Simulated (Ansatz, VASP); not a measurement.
CsCl: VASP beside Ansatz

POSCAR

```
CsCl
1.0
    4.1718112312      0.0000000000      0.0000000000
    0.0000000000      4.1718112312      0.0000000000
    0.0000000000      0.0000000000      4.1718112312
Cs Cl
1 1
Direct
    0.0000000000      0.0000000000      0.0000000000
    0.5000000000      0.5000000000      0.5000000000
```

The input INCAR.step1:

```
  PREC = Accurate
  ENCUT = 400
  EDIFF = 1E-5
  ISMEAR = -1
  SIGMA = 0.05
  LREAL = F
  LASPH = T
  NELM = 120
  ALGO = Normal
  ISIF = 2
  LWAVE = T
  LCHARG = F
  GGA = PE
  NBANDS = 15
  GGA_COMPAT = F
```

The input INCAR.step2:

```
  PREC = Accurate
  ENCUT = 400
  EDIFF = 1E-6
  ISMEAR = -1
  SIGMA = 0.05
  LREAL = F
  LASPH = T
  NELM = 120
  ALGO = Normal
  ISIF = 2
  LWAVE = F
  LCHARG = F
  GGA = PE
  LHFCALC = T
  HFSCREEN = 0.2079
  PRECFOCK = Normal
  ISTART = 1
  NBANDS = 15
  GGA_COMPAT = F
```

KPOINTS

```
regular mesh
0
Gamma
  4 4 4
```

Input for Ansatz:

```yaml
crystal:
  lattice:
    - [4.171811231193, 0.0, 0.0]
    - [0.0, 4.171811231193, 0.0]
    - [0.0, 0.0, 4.171811231193]
  atoms:
    - { symbol: Cs, position: [0.0, 0.0, 0.0] }
    - { symbol: Cl, position: [0.5, 0.5, 0.5] }
kpoints:
  mp_grid: { grid: [4, 4, 4] }
hamiltonian:
  xc: hse06
  pseudopotentials: { kind: paw }
scf:
  occupations: { method: fermi_dirac, width: 0.05 }
output:
  forces: true
  stress: true
  eigenvalues: true
```

Alike in both runs: task single point; functional HSE06; k mesh 4 × 4 × 4; occupations fermi-dirac, width 0.05 eV; no spin polarisation.

```csv
,VASP,Ansatz
version,VASP 6.6.1,Ansatz 0.2.0 development build
potentials or method,"VASP PAW PBE potentials, release 64 (Cs_sv, Cl)","plane waves, PAW datasets (generated soft set 1)"
plane-wave cutoff (eV),400,420
valence electrons in the cell,16,16
```

|  | VASP | Ansatz | Ansatz less VASP |
| --- | --- | --- | --- |
| gap on the k mesh at the Fermi level (eV) | 6.41 | 6.42 | +0.012 |

With one functional, cell and mesh, what is left measures potentials, basis and numerics. Ansatz's warnings: stress exchange threshold loose, stress scf threshold loose.

Neither program's run includes spin-orbit coupling.
